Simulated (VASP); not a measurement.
# HgTe (F-43m) in VASP: further runs

Runs on HgTe. Level: PBEsol. Tasks: vibrations by perturbation theory, elastic constants.

Everything below comes from runs of VASP 6.6.1. Logs are shortened: lines on timing, memory, paths and dates and some standing lists are left out, and cuts for length are marked.

## 1. The cell of the first run

It takes space group F-43m (No. 216, cubic). The conventional cell has a = 6.535 Å, b = 6.535 Å, c = 6.535 Å, α = 90.00°, β = 90.00°, γ = 90.00°. Hg (site symmetry -43m) has 4 Te at 2.83 Å within 3.7 Å. Te (site symmetry -43m) has 4 Hg at 2.83 Å within 3.7 Å.

## 2. Vibrations by perturbation theory, PBEsol

The input, INCAR:

```
PREC     = Accurate       # precision mode
ENCUT    = 520            # plane-wave cutoff, eV
EDIFF    = 1E-8           # SCF threshold, eV
ISMEAR   = -1             # smearing method
SIGMA    = 0.15           # smearing width, eV
LREAL    = False          # projectors in reciprocal space
LASPH    = True           # aspherical terms in the spheres
NELM     = 100            # most SCF steps
ALGO     = Normal         # electronic algorithm
ISIF     = 2              # what is computed and relaxed
LWAVE    = False          # write WAVECAR
LCHARG   = True           # write CHGCAR
GGA      = PS             # functional
NBANDS   = 16             # bands
IBRION   = 8              # ionic algorithm
NSW      = 1              # ionic steps
```

The input, KPOINTS:

```
regular mesh
0
Gamma
  8 8 8
```

The input, POSCAR:

```
HgTe
1.0
    0.0000000000      3.2676000000      3.2676000000
    3.2676000000      0.0000000000      3.2676000000
    3.2676000000      3.2676000000      0.0000000000
Hg Te
1 1
Direct
    0.0000000000      0.0000000000      0.0000000000
    0.2500000000      0.2500000000      0.2500000000
```

Potentials or basis: VASP PAW PBE potentials, release 64 (Hg, Te).

Command:

```console
$ cat potpaw_PBE.64/Hg/POTCAR potpaw_PBE.64/Te/POTCAR > POTCAR
$ mpirun -np 1 vasp_std > vasp.out
```

OUTCAR:

```text
PREC = Accurate
   ENCUT = 520
   EDIFF = 1E-8
   ISMEAR = -1
   LREAL = False
   LASPH = True
   NELM = 100
   ISIF = 2
   GGA = PS
   IBRION = 8
   NSW = 1

 ion  position               nearest neighbor table
   1  0.000  0.000  0.000-   2 2.83   2 2.83   2 2.83   2 2.83
   2  0.250  0.250  0.250-   1 2.83   1 2.83   1 2.83   1 2.83

  LATTYP: Found a face centered cubic cell.
 ALAT       =     6.5352000000

  Lattice vectors:

 A1 = (   0.0000000000,   3.2676000000,   3.2676000000)
 A2 = (   3.2676000000,   0.0000000000,   3.2676000000)
 A3 = (   3.2676000000,   3.2676000000,   0.0000000000)

Analysis of symmetry for initial positions (statically):
=====================================================================
 Subroutine PRICEL returns:
 Original cell was already a primitive cell.

 Routine SETGRP: Setting up the symmetry group for a
 face centered cubic supercell.

 Subroutine GETGRP returns: Found 24 space group operations
 (whereof 24 operations were pure point group operations)
 out of a pool of 48 trial point group operations.

The static configuration has the point symmetry T_d .

Analysis of symmetry for dynamics (positions and initial velocities):
=====================================================================
 Subroutine PRICEL returns:
 Original cell was already a primitive cell.

 Routine SETGRP: Setting up the symmetry group for a
 face centered cubic supercell.

 Subroutine GETGRP returns: Found 24 space group operations
 (whereof 24 operations were pure point group operations)
 out of a pool of 48 trial point group operations.

The dynamic configuration has the point symmetry T_d .

 Subroutine INISYM returns: Found 24 space group operations
 (whereof 24 operations are pure point group operations),
 and found     1 'primitive' translations

----------------------------------------------------------------------------------------

                                     Primitive cell

  volume of cell :      69.7777

  direct lattice vectors                    reciprocal lattice vectors
     0.000000000  3.267600000  3.267600000    -0.153017505  0.153017505  0.153017505
     3.267600000  0.000000000  3.267600000     0.153017505 -0.153017505  0.153017505
     3.267600000  3.267600000  0.000000000     0.153017505  0.153017505 -0.153017505

  length of vectors
     4.621084236  4.621084236  4.621084236     0.265034093  0.265034093  0.265034093

  position of ions in fractional coordinates (direct lattice)
     0.000000000  0.000000000  0.000000000
     0.250000000  0.250000000  0.250000000

  ion indices of the primitive-cell ions
   primitive index   ion index
                 1           1
                 2           2

----------------------------------------------------------------------------------------

 KPOINTS: regular mesh

Automatic generation of k-mesh.
 Grid dimensions read from file:
 generate k-points for:    8    8    8

 Generating k-lattice:

  Cartesian coordinates                     Fractional coordinates (reciprocal lattice)
    -0.019127188  0.019127188  0.019127188     0.125000000  0.000000000  0.000000000
     0.019127188 -0.019127188  0.019127188     0.000000000  0.125000000  0.000000000
     0.019127188  0.019127188 -0.019127188     0.000000000  0.000000000  0.125000000

  Length of vectors
     0.033129262  0.033129262  0.033129262

  Shift w.r.t. Gamma in fractional coordinates (k-lattice)
     0.000000000  0.000000000  0.000000000

 Subroutine IBZKPT returns following result:
[... 73 lines left out ...]
   LORBIT       =      0    0 simple, 1 ext, 2 COOP (PROOUT), +10 PAW based schemes
   GGA     = PS    functional components
   LHFCALC =     F    Hartree Fock is set to
   AEXX    =    0.0000 exact exchange contribution
   IVDW    =     0    specifies the selected vdW correction
   LEPSILON=     F    determine dielectric tensor
   LRPA    =     F    only Hartree local field effects (RPA)
 non-spin polarized calculation
  energy-cutoff  :      520.00
  volume of cell :       69.78
 maximum number of plane-waves:      1895
 NGX is ok and might be reduce to    36
   NGX = 17   NGY = 17   NGZ = 17

--------------------------------------- Ionic step        1  -------------------------------------------

 number of electron      18.0000002 magnetization

 Free energy of the ion-electron system (eV)
  ---------------------------------------------------
  ext. energy  EPLUGINS =         0.00000000
  ---------------------------------------------------
  free energy    TOTEN  =        -4.37753527 eV

  energy without entropy =       -4.36779240  energy(sigma->0) =       -4.37266383

 E-fermi :   2.8430     XC(G=0):  -8.7878

 val. band max:        2.6102007299   @ k =   0.0000   0.0000   0.0000
 cond. band min:       3.1989047258   @ k =   0.1250   0.0000   0.0000
 fundamental gap:      0.5887039959
 Fermi energy:         2.8430366210

 k-point     1 :       0.0000    0.0000    0.0000
  band No.  band energies     occupation
      1      -9.1819      2.00000
      2      -4.5468      2.00000
      3      -4.5468      2.00000
      4      -4.5468      2.00000
      5      -4.0500      2.00000
      6      -4.0500      2.00000
[... 433 lines left out ...]
      3      -4.3626      2.00000
      4      -4.0837      2.00000
      5      -4.0441      2.00000
      6      -3.6934      2.00000
[... 8 lines left out ...]
     15      12.3755      0.00000
     16      12.8267      0.00000

 [... further k-points ...]

------------------------ aborting loop because EDIFF is reached ----------------------------------------

  FORCE on cell =-STRESS in cart. coord.  units (eV):
  Direction    XX          YY          ZZ          XY          YZ          ZX
  --------------------------------------------------------------------------------------
  -------------------------------------------------------------------------------------
  Total       -0.1518050     -0.1518050     -0.1518050     -0.0000000      0.0000000     -0.0000000
  in kB       -3.4856204     -3.4856204     -3.4856204     -0.0000000      0.0000000     -0.0000000
  external PRESSURE =      -3.4856204 kB  Pullay stress =       0.0000000 kB

 VOLUME and BASIS-vectors are now :
 -----------------------------------------------------------------------------
  energy-cutoff  :      520.00
  volume of cell :       69.78
      direct lattice vectors                 reciprocal lattice vectors
     0.000000000  3.267600000  3.267600000    -0.153017505  0.153017505  0.153017505
     3.267600000  0.000000000  3.267600000     0.153017505 -0.153017505  0.153017505
     3.267600000  3.267600000  0.000000000     0.153017505  0.153017505 -0.153017505

 POSITION                                       TOTAL-FORCE (eV/Angst)
 -----------------------------------------------------------------------------------
      0.00000      0.00000      0.00000         0.000000     -0.000000     -0.000000
      1.63380      1.63380      1.63380        -0.000000      0.000000      0.000000
 -----------------------------------------------------------------------------------
    total drift:                               -0.000000     -0.000000     -0.000000

  FREE ENERGIE OF THE ION-ELECTRON SYSTEM (eV)
  ---------------------------------------------------
  free  energy   TOTEN  =        -4.3775352659 eV

  energy  without entropy=       -4.3677924036  energy(sigma->0) =       -4.37266383

[... ionic steps 2 to 3 ...]

--------------------------------------- Ionic step        4  -------------------------------------------

------------------------ aborting loop because EDIFF is reached ----------------------------------------

[... ionic steps 5 to 6 ...]

--------------------------------------- Ionic step        7  -------------------------------------------

 Free energy of the ion-electron system (eV)
  ---------------------------------------------------
  ---------------------------------------------------
  free energy    TOTEN  =        -0.04800353 eV

  energy without entropy =       -0.04800352

------------------------ aborting loop because EDIFF is reached ----------------------------------------

 INTERNAL STRAIN TENSOR  FOR ION    2  DIRECTION 1   (eV/Angst):
 -----------------------------------------------------------------------------
     0.01461  0.00000  0.00000
     0.00000 -0.00154 -4.32360
     0.00000 -4.32360 -0.00154

 INTERNAL STRAIN TENSOR FOR ION    2 for displacements in x,y,z  (eV/Angst):
          X           Y           Z          XY          YZ          ZX
  --------------------------------------------------------------------------------
  x     0.00000     0.00000     0.00000     0.00000    -4.32360     0.00000
  y     0.00000     0.00000     0.00000     0.00000     0.00000    -4.32360
  z     0.00000     0.00000     0.00000    -4.32360     0.00000     0.00000

 SECOND DERIVATIVES (NOT SYMMETRIZED)
 ------------------------------------
               1X          1Y          1Z          2X          2Y          2Z
  1X    -3.306219    0.000000    0.000000    3.306219    0.000000    0.000000
  1Y     0.000000   -3.306219    0.000000    0.000000    3.306219    0.000000
  1Z     0.000000    0.000000   -3.306219    0.000000    0.000000    3.306219
  2X     3.307491    0.000000    0.000000   -3.307491    0.000000    0.000000
  2Y     0.000000    3.307491    0.000000    0.000000   -3.307491    0.000000
  2Z     0.000000    0.000000    3.307491    0.000000    0.000000   -3.307491

 Eigenvectors and eigenvalues of the dynamical matrix
 ----------------------------------------------------

   1 f  =    3.219217 THz    20.226938 2PiTHz  107.381527 cm-1    13.313607 meV
             X         Y         Z           dx          dy          dz
      0.000000  0.000000  0.000000     0.000000    0.000000   -0.623464
      1.633800  1.633800  1.633800     0.000000    0.000000    0.781852
[... 21 lines left out ...]
   6 f/i=    0.000302 THz     0.001897 2PiTHz    0.010071 cm-1     0.001249 meV
             X         Y         Z           dx          dy          dz
      0.000000  0.000000  0.000000    -0.715104    0.316098   -0.000000
      1.633800  1.633800  1.633800    -0.570238    0.252063    0.000000

--------------------------------------------------------------------------------------------------------

 ELASTIC MODULI CONTR FROM IONIC RELAXATION (kBar)
 Direction    XX          YY          ZZ          XY          YZ          ZX
 --------------------------------------------------------------------------------
 XX          -0.0000     -0.0000     -0.0000     -0.0000     -0.0000      0.0000
 YY          -0.0000     -0.0000     -0.0000     -0.0000     -0.0000      0.0000
 ZZ          -0.0000     -0.0000     -0.0000      0.0000     -0.0000      0.0000
 XY          -0.0000     -0.0000      0.0000   -138.9237      0.0000     -0.0000
 YZ          -0.0000     -0.0000     -0.0000      0.0000   -138.9237      0.0000
 ZX           0.0000      0.0000      0.0000     -0.0000      0.0000   -138.9237
 --------------------------------------------------------------------------------
```

Wall time 2.2 min (1 thread of Intel Xeon 6975P-C (Granite Rapids), shared host); peak memory 0.41 GiB.

Results:

| Property | Result |
| --- | --- |
| Highest phonon frequency at Γ, LO-TO splitting left out | 107 cm⁻¹ |

Phonon frequencies in cm⁻¹ (negative: imaginary):
| q point | frequencies |
| --- | --- |
| (0.000, 0.000, 0.000) | 0 0 0 107 107 107 |

Caveat: the PAW data sets were made with another functional, which shifts forces and pressure a little; spin-orbit coupling is left out, which moves the levels of the heavy elements.

## 3. Elastic constants, PBEsol

The input, INCAR:

```
PREC = Accurate
ENCUT = 600
EDIFF = 1E-8
ISMEAR = -1
SIGMA = 0.15
LREAL = False
LASPH = True
NELM = 60
ALGO = Normal
ISIF = 3
LWAVE = False
LCHARG = False
GGA = PS
IBRION = 6
NFREE = 2
POTIM = 0.015
NSW = 1
```

The input, KPOINTS:

```
Automatic mesh
0
Gamma
  8 8 8
```

POSCAR is that of step 2.

Potentials or basis: VASP PAW PBE potentials, release 64 (Hg, Te).

Command:

```console
$ cat potpaw_PBE.64/Hg/POTCAR potpaw_PBE.64/Te/POTCAR > POTCAR
$ mpirun -np 1 vasp_std > vasp.out
```

OUTCAR:

```text
PREC = Accurate
   ENCUT = 600
   EDIFF = 1E-8
   ISMEAR = -1
   LREAL = False
   LASPH = True
   NELM = 60
   ISIF = 3
   GGA = PS
   IBRION = 6
   NFREE = 2
   POTIM = 0.015
   NSW = 1

 ion  position               nearest neighbor table
   1  0.000  0.000  0.000-   2 2.83   2 2.83   2 2.83   2 2.83
   2  0.250  0.250  0.250-   1 2.83   1 2.83   1 2.83   1 2.83

  LATTYP: Found a face centered cubic cell.
 ALAT       =     6.5352000000

  Lattice vectors:

 A1 = (   0.0000000000,   3.2676000000,   3.2676000000)
 A2 = (   3.2676000000,   0.0000000000,   3.2676000000)
 A3 = (   3.2676000000,   3.2676000000,   0.0000000000)

Analysis of symmetry for initial positions (statically):
[... 806 lines left out ...]
  --------------------------------------------------------------------------------
  x     0.00000     0.00000     0.00000     0.00000     4.62373     0.00000
  y     0.00000     0.00000     0.00000     0.00000     0.00000     4.62373
  z     0.00000     0.00000     0.00000     4.62373     0.00000     0.00000

 INTERNAL STRAIN TENSOR FOR ION    2 for displacements in x,y,z  (eV/Angst):
          X           Y           Z          XY          YZ          ZX
  --------------------------------------------------------------------------------
  x     0.00000    -0.00000    -0.00000     0.00000    -4.62411     0.00000
  y     0.00000     0.00000     0.00000     0.00000     0.00000    -4.62411
  z    -0.00000    -0.00000     0.00000    -4.62411     0.00000     0.00000

 Eigenvectors and eigenvalues of the dynamical matrix
 ----------------------------------------------------

   1 f  =    3.215538 THz    20.203824 2PiTHz  107.258817 cm-1    13.298392 meV
             X         Y         Z           dx          dy          dz
      0.000000  0.000000  0.000000     0.000000    0.446437    0.435244
      1.633800  1.633800  1.633800     0.000000   -0.559809   -0.545775
[... 21 lines left out ...]
   6 f/i=    0.000184 THz     0.001158 2PiTHz    0.006146 cm-1     0.000762 meV
             X         Y         Z           dx          dy          dz
      0.000000  0.000000  0.000000     0.000000   -0.283279   -0.728704
      1.633800  1.633800  1.633800    -0.000000   -0.225909   -0.581127

--------------------------------------------------------------------------------------------------------

 ELASTIC MODULI CONTR FROM IONIC RELAXATION (kBar)
 Direction    XX          YY          ZZ          XY          YZ          ZX
 --------------------------------------------------------------------------------
 XX          -0.0000     -0.0000     -0.0000     -0.0000      0.0000      0.0000
 YY          -0.0000     -0.0000     -0.0000     -0.0000     -0.0000      0.0000
 ZZ          -0.0000     -0.0000     -0.0000     -0.0000     -0.0000      0.0000
 XY          -0.0000     -0.0000     -0.0000   -148.7940      0.0000      0.0000
 YZ           0.0000     -0.0000     -0.0000      0.0000   -148.7940     -0.0000
 ZX           0.0000      0.0000      0.0000      0.0000     -0.0000   -148.7940
 --------------------------------------------------------------------------------

 TOTAL ELASTIC MODULI (kBar)
 Direction    XX          YY          ZZ          XY          YZ          ZX
 --------------------------------------------------------------------------------
 XX         513.6171    352.2727    352.2727     -0.0000      0.0000     -0.0000
 YY         352.2727    513.6171    352.2727      0.0000     -0.0000     -0.0000
 ZZ         352.2727    352.2727    513.6171      0.0000      0.0000      0.0000
 XY          -0.0000      0.0000      0.0000    203.9133      0.0000      0.0000
 YZ           0.0000     -0.0000      0.0000      0.0000    203.9133     -0.0000
 ZX          -0.0000     -0.0000      0.0000      0.0000     -0.0000    203.9133
 --------------------------------------------------------------------------------
```

stdout:

```text
POSCAR found type information on POSCAR HgTe
 POSCAR found :  2 types and       2 ions
 scaLAPACK will be used
 -----------------------------------------------------------------------------
|                                                                             |
|                                                                             |
|     You enforced a specific xc type in the INCAR file but a different       |
|     I HOPE YOU KNOW WHAT YOU ARE DOING!                                     |
|                                                                             |
[... 33 lines left out ...]
 Finite differences progress:
 bond charge predicted
 Finite differences progress:
 bond charge predicted
 Finite differences progress:
 bond charge predicted
 Finite differences progress:
 bond charge predicted
 Finite differences progress:
 bond charge predicted
 Finite differences progress:
```

Wall time 10 min (1 thread of Intel Xeon 6975P-C (Granite Rapids), shared host); peak memory 0.46 GiB.

Results:

| Item | Value |
| --- | --- |
| Elastic constants C11, C12, C44 | 51, 35, 20 GPa |
| Voigt bulk modulus | 41 GPa |
| Highest phonon frequency at Γ, LO-TO splitting left out | 107 cm⁻¹ |

Phonon frequencies in cm⁻¹ (negative: imaginary):
```csv
q point,frequencies
"(0.000, 0.000, 0.000)",0 0 0 107 107 107
```

Elastic tensor in Voigt notation (GPa, in the Cartesian axes of the cell as first typed):
```
51 35 35  0  0  0
35 51 35  0  0  0
35 35 51  0  0  0
 0  0  0 20  0  0
 0  0  0  0 20  0
 0  0  0  0  0 20
```

Clamped-ion elastic tensor (GPa):
```
51 35 35  0  0  0
35 51 35  0  0  0
35 35 51  0  0  0
 0  0  0 35  0  0
 0  0  0  0 35  0
 0  0  0  0  0 35
```

Caveat: the PAW data sets were made with another functional, which shifts forces and pressure a little; spin-orbit coupling is left out, which moves the levels of the heavy elements.
